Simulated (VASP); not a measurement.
Input of a VASP 6.6.1 run:

INCAR

```
SYSTEM = MgS
PREC = Accurate
ENCUT = 520
EDIFF = 1E-6
ISMEAR = 0
SIGMA = 0.02
LREAL = .FALSE.
LASPH = .TRUE.
NELM = 60
ALGO = Normal
ISIF = 2
LWAVE = .FALSE.
LCHARG = .TRUE.
GGA = PE
LELF = .TRUE.
LVHAR = .TRUE.
NBANDS = 16
```

Contents of KPOINTS:

```
Automatic mesh
0
G
  6 6 4
  0 0 0
```

The input POSCAR:

```
MgS
1.0
    3.9816881608      0.0000000000      0.0000000000
   -1.9908440804      3.4482430973      0.0000000000
    0.0000000000      0.0000000000      6.2514180677
Mg S
2 2
Direct
    0.6666666700      0.3333333300      0.4724350211
    0.3333333300      0.6666666700      0.9724350211
    0.3333333300      0.6666666700      0.4025639789
    0.6666666700      0.3333333300      0.9025639789
```

Potentials or basis: VASP PAW PBE potentials, release 64 (Mg, S).

Run with:

```sh
$ cat potpaw_PBE.64/Mg/POTCAR potpaw_PBE.64/S/POTCAR > POTCAR
$ mpirun -np 1 vasp_std > vasp.out
```

(1) Estimate the largest force.

(2) What does it give for the band gap on the k mesh?

Results:

(1) 0.745 eV/Å.

(2) 3.25 eV, direct.

Caveat: the cell differs from its parent crystal (strained).
